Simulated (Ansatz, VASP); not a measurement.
## MgO: VASP beside Ansatz

```
Mg O
1.0
     3.24474    0.00000    0.00000
    -1.62237    2.81002    0.00000
     0.00000    0.00000    5.34668
Mg O
2 2
Direct
  0.33333 0.66667 0.03561
  0.66667 0.33333 0.53561
  0.33333 0.66667 0.39828
  0.66667 0.33333 0.89828
```

Alike in both runs: task single point; functional PBE; k mesh 9 × 9 × 6; occupations gaussian, width 0.05 eV; no spin polarisation.

```csv
,VASP,Ansatz
version,VASP 6.6.1,Ansatz 0.2.0
potentials or method,"VASP PAW PBE potentials, release 64 (Mg, O), cutoff 520 eV","scalar-relativistic, plane waves, PAW"
valence electrons in the cell,16,32
```

|  | VASP | Ansatz | Ansatz less VASP |
| --- | --- | --- | --- |
| gap on the k mesh at the Fermi level (eV) | 3.51 | 3.53 | +0.019 |
| least direct gap on the mesh (eV) | 3.51 | 3.53 | +0.019 |
| pressure (GPa) | 0.3 | 0.7 | +0.43 |
| traceless stress, the component that is largest in VASP (GPa) | 0.43 | 0.41 | -0.022 |
| rms of the force components (eV/Å) | 0.390 | 0.387 | -0.0035 |

Atom by atom the forces differ by 0.003 eV/Å (rms over components). VASP's potentials hold 16 valence electrons a cell and Ansatz's 32, so a difference there can come from the potentials and not from the codes.
